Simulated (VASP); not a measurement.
Wanted: the native input for a VASP 6.6.1 run.

| Item | Value |
| --- | --- |
| Task | single point |
| Functional | r2SCAN |
| Potentials or basis | VASP PAW PBE potentials, release 64 (Mg, S) |
| Cutoff | 520 eV |
| k mesh | 8 × 8 × 8 |
| Occupations | gaussian, width 0.05 eV |
| Spin | no spin polarisation |
| Dipole correction | no |
| Further INCAR settings | ALGO = Normal; EDIFF = 1e-06; NBANDS = 11 |

MgS:

```xyz
2
Lattice="0.0000 2.3935 2.3935 2.3935 0.0000 2.3935 2.3935 2.3935 0.0000" Properties=species:S:1:pos:R:3 pbc="T T T"
Mg    0.0000    0.0000    0.0000
S     2.3935    2.3935    2.3935
```

This cell differs from its parent crystal: strain -0.080 along x and y, -0.080 along z.

The input as run:

POSCAR

```
MgS
1.0
    0.0000000000      2.3935180000      2.3935180000
    2.3935180000      0.0000000000      2.3935180000
    2.3935180000      2.3935180000      0.0000000000
Mg S
1 1
Direct
    0.0000000000      0.0000000000      0.0000000000
    0.5000000000      0.5000000000      0.5000000000
```

INCAR.step1

```
PREC     = Accurate       # precision mode
ENCUT    = 520            # plane-wave cutoff, eV
ISMEAR   = 0              # smearing method
SIGMA    = 0.05           # smearing width, eV
LREAL    = F              # projectors in reciprocal space
LASPH    = T              # aspherical terms in the spheres
NELM     = 80             # most SCF steps
NBANDS   = 11             # bands
GGA      = PE             # functional
ALGO     = Normal         # electronic algorithm
EDIFF    = 1E-4           # SCF threshold, eV
LWAVE    = T              # write WAVECAR
LCHARG   = F              # write CHGCAR
```

INCAR.step2

```
PREC     = Accurate       # precision mode
ENCUT    = 520            # plane-wave cutoff, eV
EDIFF    = 1E-6           # SCF threshold, eV
ISMEAR   = 0              # smearing method
SIGMA    = 0.05           # smearing width, eV
LREAL    = F              # projectors in reciprocal space
LASPH    = T              # aspherical terms in the spheres
NELM     = 80             # most SCF steps
ALGO     = Normal         # electronic algorithm
ISIF     = 2              # what is computed and relaxed
LWAVE    = F              # write WAVECAR
LCHARG   = F              # write CHGCAR
METAGGA  = R2SCAN         # meta-GGA
LMIXTAU  = T            
NBANDS   = 11             # bands
ISTART   = 1
```

KPOINTS

```
Automatic mesh
0
Gamma
  8 8 8
```

Potentials or basis: VASP PAW PBE potentials, release 64 (Mg, S).

Launch:

```bash
$ cat potpaw_PBE.64/Mg/POTCAR potpaw_PBE.64/S/POTCAR > POTCAR
$ cp INCAR.step1 INCAR
$ mpirun -np 1 vasp_std > vasp.out
$ cp INCAR.step2 INCAR
$ mpirun -np 1 vasp_std > vasp.out
```

Results of the run:

The pressure is 32.4 GPa and the band gap on the k mesh is 3.93 eV, indirect (least direct gap 6.32 eV).

Caveat: the cell differs from its parent crystal (strain -0.080 along x and y, -0.080 along z); the PAW data sets were made with another functional, which shifts forces and pressure a little.

Wall time 57 s on 1 thread of AMD EPYC 7R43 64-Core Processor (Zen 3), with other jobs on the host, peak memory 0.13 GiB.
